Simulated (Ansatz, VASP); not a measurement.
# Al6H: VASP beside Ansatz

The input INCAR:

```
SYSTEM = Al6H
ALGO     = Normal         ! electronic algorithm
DIPOL    = 0.5 0.5 0.299
EDIFF    = 1E-6           ! SCF threshold, eV
ENCUT    = 520            ! plane-wave cutoff, eV
GGA      = PE             ! functional
IDIPOL   = 3            
ISIF     = 2              ! what is computed and relaxed
ISMEAR   = 0              ! smearing method
LASPH    = .TRUE.         ! aspherical terms in the spheres
LCHARG   = .FALSE.        ! write CHGCAR
LDIPOL   = .TRUE.       
LREAL    = .FALSE.        ! projectors in reciprocal space
LWAVE    = .FALSE.        ! write WAVECAR
NBANDS   = 32             ! bands
NELM     = 80             ! most SCF steps
PREC     = Accurate       ! precision mode
SIGMA    = 0.1            ! smearing width, eV
```

File KPOINTS:

```
k-points
0
G
  5 5 1
  0 0 0
```

Contents of POSCAR:

```
Al6H
1.0
    5.7135165837      0.0000000000      0.0000000000
    0.0000000000      5.7135165837      0.0000000000
    0.0000000000      0.0000000000     22.1746954375
Al H
12 2
Direct
    0.2500000000      0.2500000000      0.1803857921
    0.2500000000      0.7500000000      0.1803857921
    0.7500000000      0.2500000000      0.1803857921
    0.7500000000      0.7500000000      0.1803857921
    0.0000000000      0.0000000000      0.2744050924
    0.0000000000      0.5000000000      0.2744050924
    0.5000000000      0.0000000000      0.2744050924
    0.5000000000      0.5000000000      0.2744050924
    0.2500000000      0.2500000000      0.3686497278
    0.2500000000      0.7500000000      0.3686497278
    0.7500000000      0.2500000000      0.3686497278
    0.7500000000      0.7500000000      0.3686497278
    0.0000000000     -0.1955888258      0.4466665829
    0.0000000000      0.1955888258      0.4466665829
```

Input for Ansatz:

```yaml
crystal:
  lattice:
    - [5.7135165837, 0.0, 0.0]
    - [0.0, 5.7135165837, 0.0]
    - [0.0, 0.0, 22.1746954375]
  atoms:
    - { symbol: Al, position: [0.25, 0.25, 0.1803857921] }
    - { symbol: Al, position: [0.25, 0.75, 0.1803857921] }
    - { symbol: Al, position: [0.75, 0.25, 0.1803857921] }
    - { symbol: Al, position: [0.75, 0.75, 0.1803857921] }
    - { symbol: Al, position: [0.0, 0.0, 0.2744050924] }
    - { symbol: Al, position: [0.0, 0.5, 0.2744050924] }
    - { symbol: Al, position: [0.5, 0.0, 0.2744050924] }
    - { symbol: Al, position: [0.5, 0.5, 0.2744050924] }
    - { symbol: Al, position: [0.25, 0.25, 0.3686497278] }
    - { symbol: Al, position: [0.25, 0.75, 0.3686497278] }
    - { symbol: Al, position: [0.75, 0.25, 0.3686497278] }
    - { symbol: Al, position: [0.75, 0.75, 0.3686497278] }
    - { symbol: H, position: [0.0, -0.1955888258, 0.4466665829] }
    - { symbol: H, position: [0.0, 0.1955888258, 0.4466665829] }
basis:
  ecutwfc: 420
kpoints:
  mp_grid: { grid: [5, 5, 1] }
hamiltonian:
  xc: pbe
  pseudopotentials: { kind: paw, azcp: { folder: soft_1 } }
scf:
  occupations: { method: gaussian, width: 0.1 }
output:
  forces: true
  eigenvalues: true
efield:
  axis: 3
  dipole_correction: true
  ramp_width: 0.04
```

Alike in both runs: task single point; functional PBE; k mesh 5 × 5 × 1; occupations gaussian, width 0.1 eV; no spin polarisation.

|  | VASP | Ansatz |
| --- | --- | --- |
| version | VASP 6.6.1 | Ansatz 0.2.0 |
| potentials or method | VASP PAW PBE potentials, release 64 (Al, H), cutoff 520 eV | scalar-relativistic, plane waves, PAW |
| valence electrons in the cell | 38 | 38 |

```csv
,VASP,Ansatz,Ansatz less VASP
gap on the k mesh at the Fermi level (eV),none,none,-
rms of the force components (eV/Å),0.426,0.426,+0.0001
```

Atom by atom the forces differ by 0.001 eV/Å (rms over components). A gap of «none» marks a metal or a gap that the smearing closes. The functional is the same, so the differences come from potentials, cutoffs and numerics.
